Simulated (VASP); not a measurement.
# VSi2 (P6_422) in VASP: notebook, part 2 of 2

VASP 6.6.1. Earlier steps stand in the parts before.

### 3 Single point, PBEsol (volume scaled by 1.03, then relaxed in part)

The input, INCAR:

```
SYSTEM = VSi2
ALGO = Normal
EDIFF = 1E-6
ENCUT = 520
GGA = PS
ISIF = 2
ISMEAR = 0
LASPH = .True.
LCHARG = .False.
LREAL = .False.
LWAVE = .False.
NBANDS = 42
NELM = 80
PREC = Accurate
SIGMA = 0.1
```

The input, KPOINTS:

```
k-points
0
Gamma
  12 12 6
  0 0 0
```

The input, POSCAR:

```
VSi2
1.0
    4.5706253538      0.0000000000      0.0000000000
   -2.2853126769      3.9582776676      0.0000000000
    0.0000000000      0.0000000000      6.3740261627
V Si
3 6
Direct
    0.5000000000      0.0000000000      0.0000000000
    0.5000000000      0.5000000000      0.6666666667
    0.0000000000      0.5000000000      0.3333333333
    0.1630447966      0.3260895932      0.0000000000
    0.8369552034      0.1630447966      0.6666666667
    0.6739104068      0.8369552034      0.3333333333
    0.8369552034      0.6739104068      0.0000000000
    0.1630447966      0.8369552034      0.6666666667
    0.3260895932      0.1630447966      0.3333333333
```

Potentials or basis: VASP PAW PBE potentials, release 64 (V_sv, Si).

Run with:

```bash
cat potpaw_PBE.64/V_sv/POTCAR potpaw_PBE.64/Si/POTCAR > POTCAR
mpirun -np 1 vasp_std > vasp.out
```

OUTCAR:

```text
SYSTEM = VSi2
   EDIFF = 1E-6
   ENCUT = 520
   GGA = PS
   ISIF = 2
   ISMEAR = 0
   LASPH = .True.
   LREAL = .False.
   NELM = 80
   PREC = Accurate

 ion  position               nearest neighbor table
   1  0.500  0.000  0.000-   6 2.51   9 2.51   8 2.51   5 2.51   4 2.62   7 2.62   7 2.62   4 2.62
                             4 2.67   7 2.67
   2  0.500  0.500  0.667-   4 2.51   7 2.51   6 2.51   9 2.51   8 2.62   5 2.62   8 2.62   5 2.62
                             8 2.67   5 2.67
   3  0.000  0.500  0.333-   4 2.51   7 2.51   5 2.51   8 2.51   6 2.62   9 2.62   9 2.62   6 2.62
                             6 2.67   9 2.67
   4  0.163  0.326  0.000-   5 2.49   9 2.49   3 2.51   2 2.51   7 2.58   1 2.62   1 2.62   1 2.67
                             7 2.67   7 2.67   8 3.08   6 3.08
   5  0.837  0.163  0.667-   4 2.49   6 2.49   1 2.51   3 2.51   8 2.58   2 2.62   2 2.62   2 2.67
                             8 2.67   8 2.67   7 3.08   9 3.08
   6  0.674  0.837  0.333-   7 2.49   5 2.49   1 2.51   2 2.51   9 2.58   3 2.62   3 2.62   3 2.67
                             9 2.67   9 2.67   4 3.08   8 3.08
   7  0.837  0.674  0.000-   8 2.49   6 2.49   3 2.51   2 2.51   4 2.58   1 2.62   1 2.62   1 2.67
                             4 2.67   4 2.67   5 3.08   9 3.08
[... 214 lines left out ...]
  band No.  band energies     occupation
      1     -52.6141      2.00000
      2     -52.5989      2.00000
      3     -52.5989      2.00000
      4     -26.6886      2.00000
      5     -26.6886      2.00000
      6     -26.6668      2.00000
[... 1069 lines left out ...]
     41      14.3327      0.00000
     42      14.5649      0.00000

 [... further k-points ...]
[... 5 lines left out ...]
  --------------------------------------------------------------------------------------
  -------------------------------------------------------------------------------------
  Total       -3.5606343     -3.5606343     -3.5219795      0.0000000      0.0000000      0.0000000
  in kB      -49.4700364    -49.4700364    -48.9329817      0.0000000      0.0000000      0.0000000
  external PRESSURE =     -49.2910182 kB  Pullay stress =       0.0000000 kB

 VOLUME and BASIS-vectors are now :
 -----------------------------------------------------------------------------
  energy-cutoff  :      520.00
  volume of cell :      115.32
      direct lattice vectors                 reciprocal lattice vectors
     4.570625354  0.000000000  0.000000000     0.218788442  0.126317566  0.000000000
    -2.285312677  3.958277668  0.000000000     0.000000000  0.252635132  0.000000000
     0.000000000  0.000000000  6.374026163     0.000000000  0.000000000  0.156886711

 POSITION                                       TOTAL-FORCE (eV/Angst)
 -----------------------------------------------------------------------------------
      2.28531      0.00000      0.00000        -0.000000     -0.000000     -0.000000
      1.14266      1.97914      4.24935        -0.000000     -0.000000      0.000000
     -1.14266      1.97914      2.12468        -0.000000     -0.000000      0.000000
     -0.00000      1.29075      0.00000        -0.000000      0.001804     -0.000000
      3.45280      0.64538      4.24935        -0.001562      0.000902     -0.000000
      1.16749      3.31290      2.12468        -0.001562     -0.000902     -0.000000
      2.28531      2.66752      0.00000        -0.000000     -0.001804     -0.000000
     -1.16749      3.31290      4.24935         0.001562     -0.000902     -0.000000
      1.11783      0.64538      2.12468         0.001562      0.000902     -0.000000
 -----------------------------------------------------------------------------------
    total drift:                                0.000000     -0.000000     -0.000001

  FREE ENERGIE OF THE ION-ELECTRON SYSTEM (eV)
  ---------------------------------------------------
  free  energy   TOTEN  =       -68.6770061027 eV

  energy  without entropy=      -68.6438701099  energy(sigma->0) =      -68.66043811
```

OSZICAR:

```text
N       E                     dE             d eps       ncg     rms          rms(c)
DAV:   1     0.680962877038E+03    0.68096E+03   -0.32898E+04  6880   0.148E+03
DAV:   2    -0.247364394968E+02   -0.70570E+03   -0.68316E+03  6416   0.455E+02
DAV:   3    -0.751227491348E+02   -0.50386E+02   -0.48276E+02  8360   0.113E+02
DAV:   4    -0.764448763115E+02   -0.13221E+01   -0.13103E+01  8072   0.177E+01
DAV:   5    -0.764685965900E+02   -0.23720E-01   -0.23680E-01  7992   0.265E+00    0.420E+01
DAV:   6    -0.749249819859E+02    0.15436E+01   -0.12731E+02  8566   0.629E+01    0.230E+01
DAV:   7    -0.696704803148E+02    0.52545E+01   -0.72315E+01  8404   0.523E+01    0.161E+01
DAV:   8    -0.686680002536E+02    0.10025E+01   -0.60629E+00  8020   0.150E+01    0.132E+00
DAV:   9    -0.686791362959E+02   -0.11136E-01   -0.17224E-01  8358   0.191E+00    0.931E-01
DAV:  10    -0.686771715158E+02    0.19648E-02   -0.47784E-03  7718   0.350E-01    0.364E-01
DAV:  11    -0.686770728333E+02    0.98682E-04   -0.38310E-04  8846   0.115E-01    0.715E-02
DAV:  12    -0.686770098911E+02    0.62942E-04   -0.34606E-04  8772   0.993E-02    0.303E-02
DAV:  13    -0.686770065904E+02    0.33006E-05   -0.11359E-05  7158   0.192E-02    0.736E-03
DAV:  14    -0.686770061027E+02    0.48775E-06   -0.73331E-07  4882   0.465E-03
   1 F= -.68677006E+02 E0= -.68660438E+02  d E =-.331360E-01
```

stdout:

```text
POSCAR found type information on POSCAR V Si
 POSCAR found :  2 types and       9 ions
 scaLAPACK will be used
 -----------------------------------------------------------------------------
|                                                                             |
|                                                                             |
|     You enforced a specific xc type in the INCAR file but a different       |
|     I HOPE YOU KNOW WHAT YOU ARE DOING!                                     |
|                                                                             |
 -----------------------------------------------------------------------------

 LDA part: xc-table for (Slater+PW92), standard interpolation
 POSCAR, INCAR and KPOINTS ok, starting setup
 FFT: planning ... GRIDC
 FFT: planning ... GRID_SOFT
 FFT: planning ... GRID
 WAVECAR not read
 entering main loop
```

Wall time 2.5 min (1 thread of Intel Xeon 6975P-C (Granite Rapids), shared host); peak memory 0.4 GiB.

What came out:

| Quantity | Value |
| --- | --- |
| Free energy | -68.6770 eV |
| Pressure | -4.9 GPa |

Levels at points of the mesh, in eV from the Fermi level:
```tsv
k point	band 28	band 29	band 30	band 31	band 32	band 33	band 34	band 35	band 36	band 37
(0.00, 0.00, 0.00)	-2.12	-2.12	-1.81	-1.81	-1.71	0.35	2.07	2.40	2.40	2.47
(0.50, 0.00, 0.00)	-1.38	-0.70	-0.58	-0.12	0.05	0.41	1.02	1.38	1.45	2.21
(0.00, 0.00, 0.50)	-1.96	-1.85	-1.85	-1.58	0.53	0.53	2.06	2.42	2.48	2.54
(0.50, 0.00, 0.50)	-1.42	-1.40	-1.27	-0.46	-0.06	0.81	1.25	1.70	1.76	2.01
```

Caveat: the PAW data sets were made with another functional, which shifts forces and pressure a little.

### 4 Single point, PBEsol (volume scaled by 1.06, then relaxed in part)

The input, INCAR:

```
SYSTEM = VSi2
ALGO = Normal
EDIFF = 1E-6
ENCUT = 520
GGA = PS
ISIF = 2
ISMEAR = 0
LASPH = .TRUE.
LCHARG = .FALSE.
LREAL = .FALSE.
LWAVE = .FALSE.
NBANDS = 42
NELM = 80
PREC = Accurate
SIGMA = 0.1
```

The input, KPOINTS:

```
k-points
0
G
  12 12 6
  0 0 0
```

The input, POSCAR:

```
VSi2
1.0
    4.6188224216      0.0000000000      0.0000000000
   -2.3094112108      4.0000175527      0.0000000000
    0.0000000000      0.0000000000      6.4234921882
V Si
3 6
Direct
    0.5000000000      0.0000000000      0.0000000000
    0.5000000000      0.5000000000      0.6666666667
    0.0000000000      0.5000000000      0.3333333333
    0.1628733626      0.3257467252      0.0000000000
    0.8371266374      0.1628733626      0.6666666667
    0.6742532748      0.8371266374      0.3333333333
    0.8371266374      0.6742532748      0.0000000000
    0.1628733626      0.8371266374      0.6666666667
    0.3257467252      0.1628733626      0.3333333333
```

Run with:

```bash
cat potpaw_PBE.64/V_sv/POTCAR potpaw_PBE.64/Si/POTCAR > POTCAR
mpirun -np 1 vasp_std > vasp.out
```

Run time: 2.9 min. Hardware: 1 thread of Intel Xeon 6975P-C (Granite Rapids), shared host; peak memory 0.41 GiB.

Results (log left out):

| Quantity | Value |
| --- | --- |
| Free energy | -68.5265 eV |
| Pressure | -9.3 GPa |

Levels at points of the mesh, in eV from the Fermi level:
| k point | band 30 | band 31 | band 32 | band 33 | band 34 | band 35 |
| --- | --- | --- | --- | --- | --- | --- |
| (0.00, 0.00, 0.00) | -1.75 | -1.75 | -1.67 | 0.35 | 1.98 | 2.30 |
| (0.50, 0.00, 0.00) | -0.54 | -0.10 | 0.04 | 0.40 | 0.99 | 1.32 |
| (0.00, 0.00, 0.50) | -1.79 | -1.51 | 0.52 | 0.52 | 1.95 | 2.31 |
| (0.50, 0.00, 0.50) | -1.26 | -0.44 | -0.07 | 0.78 | 1.19 | 1.62 |

Caveat: the PAW data sets were made with another functional, which shifts forces and pressure a little.

### 5 Overview

```tsv
cell	gap on the mesh (eV)	pressure (GPa)
a = 4.522, b = 4.522, c = 6.323 Å, angles 90.0, 90.0, 120.0°, 9 atoms	none	0.3
a = 4.571, b = 4.571, c = 6.374 Å, angles 90.0, 90.0, 120.0°, 9 atoms	none	-4.9
a = 4.619, b = 4.619, c = 6.423 Å, angles 90.0, 90.0, 120.0°, 9 atoms	none	-9.3
```

Alike in all rows: task single point; level PBEsol; potentials or basis VASP PAW PBE potentials, release 64 (V_sv, Si); no spin polarisation; k mesh 12 × 12 × 6; cutoff (eV) 520; smearing gaussian 0.1 eV.

Caveats: the PAW data sets were made with another functional, which shifts forces and pressure a little.

Total energies depend on the potentials used, so only differences within one code and one set of settings carry meaning.
